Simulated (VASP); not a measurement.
# Pt (Fm-3m) in VASP: further runs, part 2 of 2

VASP 6.6.1. Earlier steps stand in the parts before.

**4. Single point, pbe exchange, lda correlation, non-collinear spin, typed start (14.48 Å³/atom)**

This run uses another cell than the first one, of 14.48 Å³/atom.

Input file INCAR:

```
SYSTEM = Pt
ALGO = Normal ; EDIFF = 1E-6
ENCUT = 500 ; GGA = LIBXC
GGA_COMPAT = .FALSE. ; ISIF = 2
ISMEAR = 1 ; LASPH = .TRUE.
LCHARG = .FALSE. ; LIBXC1 = GGA_X_PBE
LIBXC2 = LDA_C_PW ; LMAXMIX = 4
LNONCOLLINEAR = .TRUE. ; LORBIT = 11
LREAL = .FALSE. ; LWAVE = .FALSE.
MAGMOM = -0.051 -0.199 -0.079 ; NBANDS = 21
NELM = 200 ; PREC = Accurate
SIGMA = 0.01
```

Input file KPOINTS:

```
k-points
0
G
  9 9 9
  0 0 0
```

Input file POSCAR:

```
Pt
1.0
    0.0000000000      1.9343981026      1.9343981026
    1.9343981026      0.0000000000      1.9343981026
    1.9343981026      1.9343981026      0.0000000000
Pt
1
Direct
    0.0000000000      0.0000000000      0.0000000000
```

Potentials or basis: VASP PAW PBE potentials, release 64 (Pt).

On the command line:

```sh
cat potpaw_PBE.64/Pt/POTCAR > POTCAR
mpirun -np 1 vasp_ncl > vasp.out
```

OUTCAR:

```text
SYSTEM = Pt
   EDIFF = 1E-6
   ENCUT = 500
   GGA = LIBXC
   ISIF = 2
   ISMEAR = 1
   LASPH = .TRUE.
   LNONCOLLINEAR = .TRUE.
   LORBIT = 11
   LREAL = .FALSE.
   NELM = 200
   PREC = Accurate

 ion  position               nearest neighbor table
   1  0.000  0.000  0.000-

  LATTYP: Found a face centered cubic cell.
 ALAT       =     3.8687962052

  Lattice vectors:

 A1 = (   0.0000000000,   1.9343981026,   1.9343981026)
 A2 = (   1.9343981026,   0.0000000000,   1.9343981026)
 A3 = (   1.9343981026,   1.9343981026,   0.0000000000)

Analysis of symmetry for initial positions (statically):
=====================================================================
 Subroutine PRICEL returns:
 Original cell was already a primitive cell.

 Routine SETGRP: Setting up the symmetry group for a
 face centered cubic supercell.

 Subroutine GETGRP returns: Found 48 space group operations
 (whereof 48 operations were pure point group operations)
 out of a pool of 48 trial point group operations.

The static configuration has the point symmetry O_h .

Analysis of symmetry for dynamics (positions and initial velocities):
=====================================================================
 Subroutine PRICEL returns:
 Original cell was already a primitive cell.

 Routine SETGRP: Setting up the symmetry group for a
 face centered cubic supercell.

 Subroutine GETGRP returns: Found 48 space group operations
 (whereof 48 operations were pure point group operations)
 out of a pool of 48 trial point group operations.

The dynamic configuration has the point symmetry O_h .

Analysis of structural, dynamic, and magnetic symmetry:
=====================================================================
 Subroutine PRICEL returns:
 Original cell was already a primitive cell.

 Routine SETGRP: Setting up the symmetry group for a
 face centered cubic supercell.

 Subroutine GETGRP returns: Found  2 space group operations
 (whereof  2 operations were pure point group operations)
 out of a pool of 48 trial point group operations.

The overall configuration has the point symmetry S_2 .

 Subroutine INISYM returns: Found  2 space group operations
 (whereof  2 operations are pure point group operations),
 and found     1 'primitive' translations

----------------------------------------------------------------------------------------

                                     Primitive cell

  volume of cell :      14.4766

  direct lattice vectors                    reciprocal lattice vectors
     0.000000000  1.934398103  1.934398103    -0.258478335  0.258478335  0.258478335
     1.934398103  0.000000000  1.934398103     0.258478335 -0.258478335  0.258478335
     1.934398103  1.934398103  0.000000000     0.258478335  0.258478335 -0.258478335

  length of vectors
     2.735652032  2.735652032  2.735652032     0.447697608  0.447697608  0.447697608

  position of ions in fractional coordinates (direct lattice)
     0.000000000  0.000000000  0.000000000
[... 55 lines left out ...]
  0.111111  0.000000  0.222222      2.000000
  0.111111  0.111111 -0.111111      2.000000
 [... further k-points ...]
   k-points           NKPTS =    365   k-points in BZ     NKDIM =    365   number of bands    NBANDS=     21
   number of dos      NEDOS =    301   number of ions     NIONS =      1
   total plane-waves  NPLWV =   8000
   dimension x,y,z NGX =    20 NGY =   20 NGZ =   20
   dimension x,y,z NGXF=    40 NGYF=   40 NGZF=   40
   ions per type =               1
   NGX,Y,Z   is equivalent  to a cutoff of  12.15, 12.15, 12.15 a.u.
   NGXF,Y,Z  is equivalent  to a cutoff of  24.31, 24.31, 24.31 a.u.
 SYSTEM =  Pt
   PREC   = accura    normal or accurate (medium, high low for compatibility)
   ISTART =      0    job   : 0-new  1-cont  2-samecut
   ICHARG =      2    charge: 1-file 2-atom 10-const
   ISPIN  =      1    spin polarized calculation?
   LNONCOLLINEAR =      T non collinear calculations
   LSORBIT =      F    spin-orbit coupling
   LASPH  =      T    aspherical Exc in radial PAW
   ENCUT  =  500.0 eV  36.75 Ry    6.06 a.u.   4.99  4.99  4.99*2*pi/ulx,y,z
   NELM   =    200;   NELMIN=  2; NELMDL= -5     # of ELM steps
   EDIFF  = 0.1E-05   stopping-criterion for ELM
   LREAL  =      F    real-space projection
   EDIFFG = 0.1E-04   stopping-criterion for IOM
   NSW    =      0    number of steps for IOM
   IBRION =     -1    ionic relax: 0-MD 1-quasi-New 2-CG
   NFREE  =      0    steps in history (QN), initial steepest desc. (CG)
   ISIF   =      2    stress and relaxation
   ISYM   =      2    0-nonsym 1-usesym 2-fastsym
   POTIM  = 0.5000    time-step for ionic-motion
   TEBEG  =    0.0;   TEEND  =   0.0 temperature during run
   PSTRESS=    0.0 pullay stress
   NELECT =      10.0000    total number of electrons
   NUPDOWN=      -1.0000    fix difference up-down
   EMIN   =  10.00;   EMAX   =-10.00  energy-range for DOS
   EFERMI =   0.00;   METHOD = LEGACY
   ISMEAR =     1;   SIGMA  =   0.01  broadening in eV -4-tet -1-fermi 0-gaus
   EFERMI_NEDOS =   21; number of points for ismear=-14 and -15
   IALGO  =     38    algorithm
   IMIX   =      4    mixing-type and parameters
     AMIX     =   0.40;   BMIX     =  1.00
     AMIX_MAG =   1.60;   BMIX_MAG =  1.00
  volume/ion in A,a.u.               =      14.48        97.69
  Fermi-wavevector in a.u.,A,eV,Ry     =   1.447168  2.734751 28.494620  2.094295
  Thomas-Fermi vector in A             =   2.565154
   LORBIT       =     11    0 simple, 1 ext, 2 COOP (PROOUT), +10 PAW based schemes
   GGA     = LIBXC    functional components
   LHFCALC =     F    Hartree Fock is set to
   AEXX    =    0.0000 exact exchange contribution
   IVDW    =     0    specifies the selected vdW correction
   LEPSILON=     F    determine dielectric tensor
   LRPA    =     F    only Hartree local field effects (RPA)
 Methfessel and Paxton  Order N= 1 SIGMA  =   0.01
  energy-cutoff  :      500.00
  volume of cell :       14.48
 maximum number of plane-waves:       756
   NGX =  9   NGY =  9   NGZ =  9

 number of electron      10.0000000 magnetization      -0.0510000     -0.1990000     -0.0790000

 number of electron       9.9999999 magnetization       0.0057197      0.0228497      0.0091397

 Free energy of the ion-electron system (eV)
  ---------------------------------------------------
  ext. energy  EPLUGINS =         0.00000000
  ---------------------------------------------------
  free energy    TOTEN  =        -4.18960587 eV

  energy without entropy =       -4.18958071  energy(sigma->0) =       -4.18959748

 E-fermi :  12.0923     XC(G=0): -13.4570

 val. band max:       12.0890292951   @ k =   0.4444   0.3333   0.4444
 cond. band min:      12.1113579716   @ k =   0.1111   0.1111  -0.3333
 fundamental gap:      0.0223286765
 Fermi energy:        12.0922936898

 k-point     1 :       0.0000    0.0000    0.0000
  band No.  band energies     occupation
      1       1.6901      1.00000
      2       1.6923      1.00000
      3       8.0620      1.00000
      4       8.0620      1.00000
      5       8.0620      1.00000
      6       8.0798      1.00000
[... 565 lines left out ...]
     20      33.5027      0.00000
     21      37.3871      0.00000

 [... further k-points ...]

------------------------ aborting loop because EDIFF is reached ----------------------------------------

  FORCE on cell =-STRESS in cart. coord.  units (eV):
  Direction    XX          YY          ZZ          XY          YZ          ZX
  --------------------------------------------------------------------------------------
  -------------------------------------------------------------------------------------
  Total        4.0422207      4.0422205      4.0422300     -0.0000027     -0.0000025     -0.0000025
  in kB      447.3660578    447.3660445    447.3670897     -0.0002943     -0.0002737     -0.0002810
  external PRESSURE =     447.3663973 kB  Pullay stress =       0.0000000 kB

 VOLUME and BASIS-vectors are now :
 -----------------------------------------------------------------------------
  energy-cutoff  :      500.00
  volume of cell :       14.48
      direct lattice vectors                 reciprocal lattice vectors
     0.000000000  1.934398103  1.934398103    -0.258478335  0.258478335  0.258478335
     1.934398103  0.000000000  1.934398103     0.258478335 -0.258478335  0.258478335
     1.934398103  1.934398103  0.000000000     0.258478335  0.258478335 -0.258478335

 POSITION                                       TOTAL-FORCE (eV/Angst)
 -----------------------------------------------------------------------------------
      0.00000      0.00000      0.00000        -0.000000      0.000000      0.000000
 -----------------------------------------------------------------------------------
    total drift:                                0.000000      0.000000      0.000000

  FREE ENERGIE OF THE ION-ELECTRON SYSTEM (eV)
  ---------------------------------------------------
  free  energy   TOTEN  =        -4.1896058654 eV

  energy  without entropy=       -4.1895807090  energy(sigma->0) =       -4.18959748

 total charge

# of ion       s       p       d       tot
------------------------------------------
    1        0.664   0.635   8.157   9.456

 magnetization (x)

# of ion       s       p       d       tot
------------------------------------------
    1       -0.000  -0.000   0.006   0.006

 magnetization (y)

# of ion       s       p       d       tot
------------------------------------------
    1       -0.000  -0.001   0.024   0.023

 magnetization (z)

# of ion       s       p       d       tot
------------------------------------------
    1       -0.000  -0.000   0.009   0.009
```

It took 2.2 min on 1 thread of Intel Xeon Platinum 8488C (Sapphire Rapids), shared host; peak memory 0.27 GiB.

What came out:

```
Free energy                                           : -4.1896 eV
Pressure                                              : 44.7 GPa
Band gap on the k mesh                                : zero (bands 10 and 11 overlap by 2.23 eV)
Net moment                                            : 0.03 μB per cell
Valence electrons inside the program's atomic spheres : Pt 9.46
```

Moments on the atoms (μB; x, y, z):
```
Pt  0.01 0.02 0.01
```

Caveat: the cell stands under pressure; the PAW data sets were made with another functional, which shifts forces and pressure a little; spin-orbit coupling is left out, which moves the levels of the heavy elements.

**5. Overview**

| level | potentials or basis | spin | cell | k mesh | cutoff (eV) | smearing | gap on the mesh (eV) | pressure (GPa) | moment (μB) |
| --- | --- | --- | --- | --- | --- | --- | --- | --- | --- |
| r2SCAN+D3(BJ) | VASP PAW PBE potentials, release 64 (Pt_sv_GW) | non-collinear, zero start, SOC | a = 2.773 Å, angles 60.0°, 1 atom | 12 × 12 × 12 | 550 | gaussian 0.05 eV | - | -0.7 | 0.00 |
| pbe exchange, lda correlation | VASP PAW PBE potentials, release 64 (Pt) | non-collinear, typed start | a = 2.717 Å, angles 60.0°, 1 atom | 9 × 9 × 9 | 500 | methfessel-paxton 0.01 eV | none | 53.6 | 0.03 |
| pbe exchange, lda correlation | VASP PAW PBE potentials, release 64 (Pt) | non-collinear, typed start | a = 2.736 Å, angles 60.0°, 1 atom | 9 × 9 × 9 | 500 | methfessel-paxton 0.01 eV | none | 44.7 | 0.03 |

Alike in all rows: task single point.

Caveats: the PAW data sets were made with another functional, which shifts forces and pressure a little; the cell stands under pressure (at least some runs); spin-orbit coupling is left out, which moves the levels of the heavy elements (at least some runs).

Total energies depend on the potentials used, so only differences within one code and one set of settings carry meaning.
